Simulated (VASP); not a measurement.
Input of a VASP 6.6.1 run:

The input POSCAR:

```
SiC
1.0
    3.0755278798      0.0000000000      0.0000000000
   -1.5377639399      2.6634852739      0.0000000000
    0.0000000000      0.0000000000      5.0473895487
Si C
2 2
Direct
    0.3333333333      0.6666666667      0.0045711878
    0.6666666667      0.3333333333      0.5045711878
    0.3333333333      0.6666666667      0.3804288122
    0.6666666667      0.3333333333      0.8804288122
```

Contents of INCAR.step1:

```
PREC = Accurate ; ENCUT = 520
ISMEAR = 0 ; SIGMA = 0.05
LREAL = F ; LASPH = T
NELM = 80 ; NBANDS = 16
GGA = PE ; ALGO = Normal
EDIFF = 1E-4 ; LWAVE = T
LCHARG = F
```

The input INCAR.step2:

```
PREC = Accurate ; ENCUT = 520
EDIFF = 1E-6 ; ISMEAR = 0
SIGMA = 0.05 ; LREAL = F
LASPH = T ; NELM = 80
ALGO = Normal ; ISIF = 2
LWAVE = F ; LCHARG = F
METAGGA = R2SCAN ; LMIXTAU = T
IVDW = 13 ; VDW_S6 = 1.0
VDW_S8 = 0.6018749 ; VDW_A1 = 0.51559235
VDW_A2 = 5.77342911 ; NBANDS = 16
ISTART = 1
```

File KPOINTS:

```
Automatic mesh
0
Gamma
  8 8 6
```

Potentials or basis: VASP PAW PBE potentials, release 64 (Si, C).

Command:

```sh
$ cat potpaw_PBE.64/Si/POTCAR potpaw_PBE.64/C/POTCAR > POTCAR
$ cp INCAR.step1 INCAR
$ mpirun -np 1 vasp_std > vasp.out
$ cp INCAR.step2 INCAR
$ mpirun -np 1 vasp_std > vasp.out
```

(1) What does it give for the dispersion energy per atom?

(2) Estimate the pressure.

Answers

(1) -0.123 eV.

(2) -1.7 GPa.

Caveat: the PAW data sets were made with another functional, which shifts forces and pressure a little.
